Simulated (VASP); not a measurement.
Li2S, 3 atoms in the cell. The structure is cubic, space group Fm-3m (No. 225). Conventional cell: a = 5.689 Å, b = 5.689 Å, c = 5.689 Å, α = 90.00°, β = 90.00°, γ = 90.00°. Within 3.3 Å of Li (site symmetry -43m) lie 4 S at 2.46 Å and 6 Li at 2.84 Å. S (site symmetry m-3m) has 8 Li at 2.46 Å within 3.3 Å. 

| Item | Value |
| --- | --- |
| Program | VASP 6.6.1 |
| Task | single point |
| Functional | PBE |
| Potentials or basis | VASP PAW PBE potentials, release 64 (Li_sv, S) |
| Cutoff | 750 eV |
| k mesh | 6 × 6 × 6 |
| Occupations | gaussian, width 0.01 eV |
| Spin | no spin polarisation |
| Dipole correction | no |
| Further INCAR settings | ALGO = Normal; EDIFF = 1e-06; NBANDS = 13 |

Potentials or basis: VASP PAW PBE potentials, release 64 (Li_sv, S).

Run with:

```bash
$ cat potpaw_PBE.64/Li_sv/POTCAR potpaw_PBE.64/S/POTCAR > POTCAR
$ mpirun -np 1 vasp_std > vasp.out
```

Hardware: 1 thread of Intel(R) Xeon(R) 6975P-C (Granite Rapids), on a shared host.

How long does it take, and how much memory?

It took 8.4 s on 1 thread of Intel(R) Xeon(R) 6975P-C (Granite Rapids) (shared host), peak memory 0.19 GiB. Counts: scf iterations 14, k points 16.
